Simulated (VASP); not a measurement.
Runs of VASP 6.6.1 on Zr. The structure is that of space group P6_3/mmc (No. 194), or close to it. The cells are those of the table. 

```tsv
cell	further INCAR settings	gap on the mesh (eV)	pressure (GPa)
a = 3.184, b = 3.184, c = 5.301 Å, angles 90.0, 90.0, 120.0°, 2 atoms	ALGO = Fast; EDIFF = 1e-06; NBANDS = 19	none	-3.4
a = 3.329, b = 3.329, c = 5.070 Å, angles 90.0, 90.0, 120.0°, 2 atoms	ALGO = Fast; EDIFF = 1e-06; NBANDS = 19	none	(a)
a = 3.232, b = 3.232, c = 4.993 Å, angles 90.0, 90.0, 120.0°, 2 atoms	ALGO = Fast; EDIFF = 1e-06; NBANDS = 19	none	(b)
a = 3.329, b = 3.329, c = 5.224 Å, angles 90.0, 90.0, 120.0°, 2 atoms	ALGO = Fast; EDIFF = 1e-06; NBANDS = 19	none	-9.0
a = 3.232, b = 3.232, c = 5.070 Å, angles 90.0, 90.0, 120.0°, 2 atoms	ALGO = Fast; EDIFF = 1e-07; NBANDS = 19	none	-1.8
a = 3.184, b = 3.184, c = 4.993 Å, angles 90.0, 90.0, 120.0°, 2 atoms	ALGO = Fast; EDIFF = 1e-07; NBANDS = 19	none	(c)
a = 3.329, b = 3.329, c = 4.993 Å, angles 90.0, 90.0, 120.0°, 2 atoms	ALGO = Fast; EDIFF = 1e-06; NBANDS = 19	none	-5.3
a = 3.280, b = 3.280, c = 5.224 Å, angles 90.0, 90.0, 120.0°, 2 atoms	ALGO = Fast; EDIFF = 1e-06; NBANDS = 19	none	-6.9
```

Alike in all rows: task single point; level PBEsol; potentials or basis VASP PAW PBE potentials, release 64 (Zr_sv); no spin polarisation; k mesh 18 × 18 × 10; cutoff (eV) 520; smearing gaussian 0.15 eV.

Problem. Fill in the values left out.

Solution. (a) -6.6; (b) -0.2; (c) 2.8.

Caveats: the PAW data sets were made with another functional, which shifts forces and pressure a little; the cell stands under tension (at least some runs).

A k mesh can miss the band edges, and the runs leave out spin-orbit coupling on Zr.

A gap of «none» marks levels without a gap at the run's occupations.
